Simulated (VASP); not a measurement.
Wanted: the native input for a VASP 6.6.1 run.

- Task: single point
- Functional: PBE-based screened hybrid with 35 % exact exchange
- Potentials or basis: VASP PAW PBE potentials, release 64 (Pt, Se)
- Cutoff: 520 eV
- k mesh: 5 × 5 × 3
- Occupations: fermi-dirac, width 0.05 eV
- Spin: no spin polarisation
- Dipole correction: no
- Grid for exact exchange (PRECFOCK): Normal
- Share of exact exchange: 0.35
- Further INCAR settings: ALGO = Normal; EDIFF = 1e-06; NBANDS = 18
- Screening parameter: 0.20787 1/Å

The system is PtSe2.

```xyz
3
Lattice="3.7240 0.0000 0.0000 -1.8620 3.2251 0.0000 0.0000 0.0000 5.0620" Properties=species:S:1:pos:R:3 pbc="T T T"
Pt    0.0000    0.0000    0.0000
Se    1.8620    1.0750    3.7965
Se    0.0000    2.1501    1.2655
```

One way to write it, as run:

POSCAR

```
PtSe2
1.0
    3.7240000000      0.0000000000      0.0000000000
   -1.8620000000      3.2250786037      0.0000000000
    0.0000000000      0.0000000000      5.0620000000
Pt Se
1 2
Direct
    0.0000000000      0.0000000000      0.0000000000
    0.6666666667      0.3333333333      0.7500000000
    0.3333333333      0.6666666667      0.2500000000
```

INCAR.step1

```
PREC     = Accurate       # precision mode
ENCUT    = 520            # plane-wave cutoff, eV
EDIFF    = 1E-5           # SCF threshold, eV
ISMEAR   = -1             # smearing method
SIGMA    = 0.05           # smearing width, eV
LREAL    = False          # projectors in reciprocal space
LASPH    = True           # aspherical terms in the spheres
NELM     = 60             # most SCF steps
ALGO     = Normal         # electronic algorithm
ISIF     = 2              # what is computed and relaxed
LWAVE    = True           # write WAVECAR
LCHARG   = False          # write CHGCAR
NBANDS   = 18             # bands
GGA      = PE             # functional
```

INCAR.step2

```
PREC     = Accurate       # precision mode
ENCUT    = 520            # plane-wave cutoff, eV
EDIFF    = 1E-6           # SCF threshold, eV
ISMEAR   = -1             # smearing method
SIGMA    = 0.05           # smearing width, eV
LREAL    = False          # projectors in reciprocal space
LASPH    = True           # aspherical terms in the spheres
NELM     = 60             # most SCF steps
ALGO     = Normal         # electronic algorithm
ISIF     = 2              # what is computed and relaxed
LWAVE    = False          # write WAVECAR
LCHARG   = False          # write CHGCAR
GGA      = PE             # functional
LHFCALC  = True           # exact exchange
AEXX     = 0.35           # exact-exchange fraction
HFSCREEN = 0.2078699      # screening, 1/A
PRECFOCK = Normal       
NBANDS   = 18             # bands
ISTART   = 1
```

KPOINTS

```
Automatic mesh
0
Gamma
  5 5 3
```

Potentials or basis: VASP PAW PBE potentials, release 64 (Pt, Se).

The run is started by

```sh
$ cat potpaw_PBE.64/Pt/POTCAR potpaw_PBE.64/Se/POTCAR > POTCAR
$ cp INCAR.step1 INCAR
$ mpirun -np 1 vasp_std > vasp.out
$ cp INCAR.step2 INCAR
$ mpirun -np 1 vasp_std > vasp.out
```

It gave:

The pressure is 0.6 GPa and the largest force is 0.145 eV/Å. The band gap on the k mesh is 0.37 eV (least direct gap 1.53 eV).

Caveat: the PAW data sets were made with another functional, which shifts forces and pressure a little; spin-orbit coupling is left out, which moves the levels of the heavy elements.

It took 59 min on 1 thread of Oxide Virtual Turin-like Processor, on a shared host, peak memory 0.26 GiB.
